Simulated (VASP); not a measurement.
# SiC (Cmc2_1) in VASP: further runs

SiC is run at these levels: PBEsol; tasks: single point.

All numbers are computed with VASP 6.6.1; they aren't measurements. Logs are shortened: lines on timing, memory, paths and dates and some standing lists are left out, and cuts for length are marked.

### 1 The cell of the first run

The structure is orthorhombic, space group Cmc2_1 (No. 36). Conventional cell: a = 3.107 Å, b = 5.314 Å, c = 5.035 Å, α = 90.00°, β = 90.00°, γ = 90.00°. Within 2.5 Å of Si (site symmetry m) lie 4 C at 1.88 to 1.90 Å. C (site symmetry m) has 4 Si at 1.88 to 1.90 Å within 2.5 Å.

### 2 Single point, PBEsol (strained cell)

Contents of INCAR:

```
ALGO     = Normal         # electronic algorithm
EDIFF    = 1E-6           # SCF threshold, eV
ENCUT    = 600            # plane-wave cutoff, eV
GGA      = PS             # functional
GGA_COMPAT= F            
ISIF     = 2              # what is computed and relaxed
ISMEAR   = 0              # smearing method
LASPH    = T              # aspherical terms in the spheres
LCHARG   = F              # write CHGCAR
LREAL    = F              # projectors in reciprocal space
LWAVE    = F              # write WAVECAR
NBANDS   = 16             # bands
NELM     = 120            # most SCF steps
PREC     = Accurate       # precision mode
SIGMA    = 0.02           # smearing width, eV
```

Contents of KPOINTS:

```
k-points
0
Gamma
  8 8 6
```

Contents of POSCAR:

```
SiC
1.0
    3.1067621217      0.0000000000      0.0000000000
   -1.5533810608      2.6572362214      0.0000000000
    0.0000000000      0.0000000000      5.0351503178
Si C
2 2
Direct
    0.3332265728      0.6664531457     -0.0007638043
    0.6667734272      0.3335468543      0.4992361957
    0.3322562928      0.6645125856      0.3757638043
    0.6677437072      0.3354874144      0.8757638043
```

Potentials or basis: VASP PAW PBE potentials, release 64 (Si, C).

Run with:

```console
cat potpaw_PBE.64/Si/POTCAR potpaw_PBE.64/C/POTCAR > POTCAR
mpirun -np 1 vasp_std > vasp.out
```

OUTCAR:

```text
EDIFF = 1E-6
   ENCUT = 600
   GGA = PS
   ISIF = 2
   ISMEAR = 0
   LASPH = T
   LREAL = F
   NELM = 120
   PREC = Accurate

 ion  position               nearest neighbor table
   1  0.333  0.666  0.999-   4 1.88   4 1.89   4 1.89   3 1.90   2 3.08   2 3.08   2 3.09   2 3.09
                             2 3.09   2 3.09
   2  0.667  0.334  0.499-   3 1.88   3 1.89   3 1.89   4 1.90   1 3.08   1 3.08   1 3.09   1 3.09
                             1 3.09   1 3.09
   3  0.332  0.665  0.376-   2 1.88   2 1.89   2 1.89   1 1.90
   4  0.668  0.335  0.876-   1 1.88   1 1.89   1 1.89   2 1.90

  Warning from LATTYP: Monoclinic adjustment (A1->A3, A2->A1, A3->A2)!
  LATTYP: Found a base centered orthorhombic cell.
 ALAT       =     3.1067621217
 B/A-ratio  =     1.7106145352
 C/A-ratio  =     1.6207067424

  Lattice vectors:

 A1 = (   1.5533810608,  -2.6572362214,   0.0000000000)
 A2 = (   1.5533810609,   2.6572362214,   0.0000000000)
 A3 = (   0.0000000000,   0.0000000000,   5.0351503178)

Analysis of symmetry for initial positions (statically):
=====================================================================
 Subroutine PRICEL returns:
 Original cell was already a primitive cell.

 Routine SETGRP: Setting up the symmetry group for a
 base centered orthorhombic supercell.

 Subroutine GETGRP returns: Found  4 space group operations
 (whereof  2 operations were pure point group operations)
 out of a pool of  8 trial point group operations.

The static configuration has the point symmetry C_1h.
 The point group associated with its full space group is C_2v.

Analysis of symmetry for dynamics (positions and initial velocities):
=====================================================================
 Subroutine PRICEL returns:
 Original cell was already a primitive cell.

 Routine SETGRP: Setting up the symmetry group for a
 base centered orthorhombic supercell.

 Subroutine GETGRP returns: Found  4 space group operations
 (whereof  2 operations were pure point group operations)
 out of a pool of  8 trial point group operations.

The dynamic configuration has the point symmetry C_1h.
 The point group associated with its full space group is C_2v.

 Subroutine INISYM returns: Found  4 space group operations
 (whereof  2 operations are pure point group operations),
 and found     1 'primitive' translations

----------------------------------------------------------------------------------------

                                     Primitive cell

  volume of cell :      41.5672

  direct lattice vectors                    reciprocal lattice vectors
     3.106762122  0.000000000  0.000000000     0.321878522  0.188165431  0.000000000
    -1.553381061  2.657236221  0.000000000     0.000000000  0.376330863  0.000000000
     0.000000000  0.000000000  5.035150318     0.000000000  0.000000000  0.198603803

  length of vectors
     3.106762122  3.077969632  5.035150318     0.372843147  0.376330863  0.198603803

  position of ions in fractional coordinates (direct lattice)
     0.333226573  0.666453146  0.999236196
     0.666773427  0.333546854  0.499236196
     0.332256293  0.664512586  0.375763804
     0.667743707  0.335487414  0.875763804

  ion indices of the primitive-cell ions
   primitive index   ion index
                 1           1
                 2           2
                 3           3
                 4           4

----------------------------------------------------------------------------------------

 KPOINTS: k-points

Automatic generation of k-mesh.
 Grid dimensions read from file:
 generate k-points for:    8    8    6

 Generating k-lattice:

  Cartesian coordinates                     Fractional coordinates (reciprocal lattice)
     0.040234815  0.023520679  0.000000000     0.125000000 -0.000000000  0.000000000
     0.000000000  0.047041358  0.000000000     0.000000000  0.125000000  0.000000000
     0.000000000  0.000000000  0.033100634     0.000000000  0.000000000  0.166666667

  Length of vectors
     0.046605393  0.047041358  0.033100634

  Shift w.r.t. Gamma in fractional coordinates (k-lattice)
     0.000000000  0.000000000  0.000000000

 Subroutine IBZKPT returns following result:
 ===========================================

 Found     84 irreducible k-points:

 Following reciprocal coordinates:
            Coordinates               Weight
  0.000000  0.000000  0.000000      1.000000
  0.125000  0.000000  0.000000      4.000000
  0.250000  0.000000  0.000000      4.000000
  0.375000  0.000000  0.000000      4.000000
  0.500000  0.000000  0.000000      2.000000
  0.000000  0.125000  0.000000      2.000000
[... 16 lines left out ...]
  0.125000  0.000000  0.166667      8.000000
  0.250000  0.000000  0.166667      8.000000
 [... further k-points ...]
   k-points           NKPTS =     84   k-points in BZ     NKDIM =     84   number of bands    NBANDS=     16
   number of dos      NEDOS =    301   number of ions     NIONS =      4
   total plane-waves  NPLWV =  31360
   dimension x,y,z NGX =    28 NGY =   28 NGZ =   40
   dimension x,y,z NGXF=    56 NGYF=   56 NGZF=   80
   ions per type =               2   2
   NGX,Y,Z   is equivalent  to a cutoff of  14.98, 15.12, 13.21 a.u.
   NGXF,Y,Z  is equivalent  to a cutoff of  29.97, 30.25, 26.41 a.u.
 SYSTEM =  unknown system
   PREC   = accura    normal or accurate (medium, high low for compatibility)
   ISTART =      0    job   : 0-new  1-cont  2-samecut
   ICHARG =      2    charge: 1-file 2-atom 10-const
   ISPIN  =      1    spin polarized calculation?
   LNONCOLLINEAR =      F non collinear calculations
   LSORBIT =      F    spin-orbit coupling
   LASPH  =      T    aspherical Exc in radial PAW
   ENCUT  =  600.0 eV  44.10 Ry    6.64 a.u.   6.20  6.15 10.06*2*pi/ulx,y,z
   NELM   =    120;   NELMIN=  2; NELMDL= -5     # of ELM steps
   EDIFF  = 0.1E-05   stopping-criterion for ELM
   LREAL  =      F    real-space projection
   EDIFFG = 0.1E-04   stopping-criterion for IOM
   NSW    =      0    number of steps for IOM
   IBRION =     -1    ionic relax: 0-MD 1-quasi-New 2-CG
   NFREE  =      0    steps in history (QN), initial steepest desc. (CG)
   ISIF   =      2    stress and relaxation
   ISYM   =      2    0-nonsym 1-usesym 2-fastsym
   POTIM  = 0.5000    time-step for ionic-motion
   TEBEG  =    0.0;   TEEND  =   0.0 temperature during run
   PSTRESS=    0.0 pullay stress
   NELECT =      16.0000    total number of electrons
   NUPDOWN=      -1.0000    fix difference up-down
   EMIN   =  10.00;   EMAX   =-10.00  energy-range for DOS
   EFERMI =   0.00;   METHOD = LEGACY
   ISMEAR =     0;   SIGMA  =   0.02  broadening in eV -4-tet -1-fermi 0-gaus
   EFERMI_NEDOS =   21; number of points for ismear=-14 and -15
   IALGO  =     38    algorithm
   IMIX   =      4    mixing-type and parameters
     AMIX     =   0.40;   BMIX     =  1.00
     AMIX_MAG =   1.60;   BMIX_MAG =  1.00
  volume/ion in A,a.u.               =      10.39        70.13
  Fermi-wavevector in a.u.,A,eV,Ry     =   1.190871  2.250419 19.295417  1.418173
  Thomas-Fermi vector in A             =   2.326945
   LORBIT       =      0    0 simple, 1 ext, 2 COOP (PROOUT), +10 PAW based schemes
   GGA     = PS    functional components
   LHFCALC =     F    Hartree Fock is set to
   AEXX    =    0.0000 exact exchange contribution
   IVDW    =     0    specifies the selected vdW correction
   LEPSILON=     F    determine dielectric tensor
   LRPA    =     F    only Hartree local field effects (RPA)
 non-spin polarized calculation
 Gauss-broadening in eV      SIGMA  =   0.02
  energy-cutoff  :      600.00
  volume of cell :       41.57
 maximum number of plane-waves:      1401
 NGX is ok and might be reduce to    28
   NGX = 13   NGY = 13   NGZ = 21

 number of electron      16.0000001 magnetization

 Free energy of the ion-electron system (eV)
  ---------------------------------------------------
  ext. energy  EPLUGINS =         0.00000000
  ---------------------------------------------------
  free energy    TOTEN  =       -31.81741510 eV

  energy without entropy =      -31.81741510  energy(sigma->0) =      -31.81741510

 E-fermi :   8.2878     XC(G=0): -11.4776

 val. band max:        8.1895521395   @ k =   0.0000   0.0000   0.0000
 cond. band min:      10.5383585176   @ k =   0.2500   0.3750   0.0000
 fundamental gap:      2.3488063782
 Fermi energy:         8.2878429812

 k-point     1 :       0.0000    0.0000    0.0000
  band No.  band energies     occupation
      1      -7.3980      2.00000
      2      -3.7653      2.00000
      3      -0.5604      2.00000
      4       6.7189      2.00000
      5       6.8579      2.00000
      6       8.0851      2.00000
[... 8 lines left out ...]
     15      17.0679      0.00000
     16      19.3620      0.00000

 k-point     2 :       0.1250    0.0000    0.0000
  band No.  band energies     occupation
      1      -7.1305      2.00000
      2      -3.5391      2.00000
      3      -0.3147      2.00000
      4       5.3604      2.00000
      5       6.3955      2.00000
      6       7.1520      2.00000
[... 8 lines left out ...]
     15      17.6444      0.00000
     16      17.8551      0.00000

 k-point     3 :       0.2500    0.0000    0.0000
  band No.  band energies     occupation
      1      -6.3454      2.00000
      2      -2.9170      2.00000
      3       0.3562      2.00000
      4       2.9507      2.00000
      5       5.1666      2.00000
      6       5.6317      2.00000
[... 8 lines left out ...]
     15      18.0532      0.00000
     16      18.8524      0.00000
[... 362 lines left out ...]
 k-point    23 :       0.1250    0.0000    0.1667
  band No.  band energies     occupation
      1      -6.9942      2.00000
      2      -4.0902      2.00000
      3       0.4455      2.00000
      4       5.4677      2.00000
      5       6.4816      2.00000
      6       6.7379      2.00000
[... 8 lines left out ...]
     15      17.3924      0.00000
     16      18.4789      0.00000

 k-point    24 :       0.2500    0.0000    0.1667
  band No.  band energies     occupation
      1      -6.2119      2.00000
      2      -3.4177      2.00000
      3       0.9667      2.00000
      4       3.1636      2.00000
      5       4.7675      2.00000
      6       5.7302      2.00000
[... 8 lines left out ...]
     15      18.7111      0.00000
     16      18.9279      0.00000

 [... further k-points ...]

------------------------ aborting loop because EDIFF is reached ----------------------------------------

  FORCE on cell =-STRESS in cart. coord.  units (eV):
  Direction    XX          YY          ZZ          XY          YZ          ZX
  --------------------------------------------------------------------------------------
  -------------------------------------------------------------------------------------
  Total       -1.1190775      0.1290906      0.2898103      0.0000000      0.0000000      0.0000000
  in kB      -43.1340415      4.9757054     11.1705285      0.0000000      0.0000000      0.0000000
  external PRESSURE =      -8.9959359 kB  Pullay stress =       0.0000000 kB

 VOLUME and BASIS-vectors are now :
 -----------------------------------------------------------------------------
  energy-cutoff  :      600.00
  volume of cell :       41.57
      direct lattice vectors                 reciprocal lattice vectors
     3.106762122  0.000000000  0.000000000     0.321878522  0.188165431  0.000000000
    -1.553381061  2.657236221  0.000000000     0.000000000  0.376330863  0.000000000
     0.000000000  0.000000000  5.035150318     0.000000000  0.000000000  0.198603803

 POSITION                                       TOTAL-FORCE (eV/Angst)
 -----------------------------------------------------------------------------------
     -0.00000      1.77092      5.03130        -0.000000     -0.000543      0.000506
      1.55338      0.88631      2.51373         0.000000      0.000543      0.000506
      0.00000      1.76577      1.89203        -0.000000     -0.001390     -0.000506
      1.55338      0.89147      4.40960         0.000000      0.001390     -0.000506
 -----------------------------------------------------------------------------------
    total drift:                               -0.000000      0.000000     -0.000124

  FREE ENERGIE OF THE ION-ELECTRON SYSTEM (eV)
  ---------------------------------------------------
  free  energy   TOTEN  =       -31.8174150996 eV

  energy  without entropy=      -31.8174150996  energy(sigma->0) =      -31.81741510
```

It took 92 s on 1 thread of Intel Xeon 8259CL, shared host; peak memory 0.21 GiB.

What came out:

* Free energy: -31.8174 eV
* Pressure: -0.9 GPa
* Band gap on the k mesh: 2.35 eV (least direct gap 3.74 eV)

Caveat: the cell differs from its parent crystal (strained cell); the stress differs along the axes, from -4 to 1 GPa; the PAW data sets were made with another functional, which shifts forces and pressure a little. A k mesh can miss the band edges.

### 3 Single point, PBEsol (strained cell)

Contents of INCAR:

```
SYSTEM = SiC
  ALGO = Normal
  EDIFF = 1E-6
  ENCUT = 600
  GGA = PS
  GGA_COMPAT = .FALSE.
  ISIF = 2
  ISMEAR = 0
  LASPH = .TRUE.
  LCHARG = .FALSE.
  LREAL = .FALSE.
  LWAVE = .FALSE.
  NBANDS = 16
  NELM = 120
  PREC = Accurate
  SIGMA = 0.02
```

Contents of KPOINTS:

```
k-points
0
G
  8 8 6
  0 0 0
```

Contents of POSCAR:

```
SiC
1.0
    3.1067621217      0.0000000000      0.0000000000
   -1.5533810608      2.6622980187      0.0000000000
    0.0000000000      0.0000000000      5.0653848943
Si C
2 2
Direct
    0.3332449212      0.6664898425     -0.0004886135
    0.6667550788      0.3335101575      0.4995113865
    0.3324412816      0.6648825632      0.3754886135
    0.6675587184      0.3351174368      0.8754886135
```

Potentials or basis: VASP PAW PBE potentials, release 64 (Si, C).

Run with:

```console
cat potpaw_PBE.64/Si/POTCAR potpaw_PBE.64/C/POTCAR > POTCAR
mpirun -np 1 vasp_std > vasp.out
```

Wall time 93 s (1 thread of Intel Xeon 8259CL, shared host); peak memory 0.21 GiB.

The run converged. Its results:

* Free energy: -31.8168 eV
* Pressure: -2.6 GPa
* Band gap on the k mesh: 2.34 eV (least direct gap 3.77 eV)

Stress tensor (GPa, compression positive):
```
-4.82  0.00  0.00
 0.00 -0.75  0.00
 0.00  0.00 -2.19
```

Levels at points of the mesh, in eV from the valence-band top:
```tsv
k point	band 4	band 5	band 6	band 7	band 8	band 9	band 10	band 11	band 12	band 13
(0.00, 0.00, 0.00)	-1.42	-1.31	-0.14	-0.09	0.00	4.56	5.99	6.39	6.55	7.53
(0.50, 0.00, 0.00)	-6.33	-5.48	-3.37	-3.31	-1.19	2.65	4.11	6.72	7.01	9.83
(0.00, 0.50, 0.00)	-6.30	-5.44	-3.47	-3.32	-1.32	2.45	4.02	6.53	6.83	9.87
(0.00, 0.00, 0.50)	-4.47	-0.81	-0.81	-0.71	-0.71	5.65	5.65	7.09	7.09	7.23
(0.50, 0.00, 0.50)	-8.31	-2.44	-2.44	-2.37	-2.37	3.13	3.13	5.09	5.09	10.21
(0.00, 0.50, 0.50)	-8.27	-2.59	-2.59	-2.35	-2.35	3.05	3.05	5.03	5.03	10.09
```

Caveat: the cell differs from its parent crystal (strained cell); the PAW data sets were made with another functional, which shifts forces and pressure a little. A k mesh can miss the band edges.
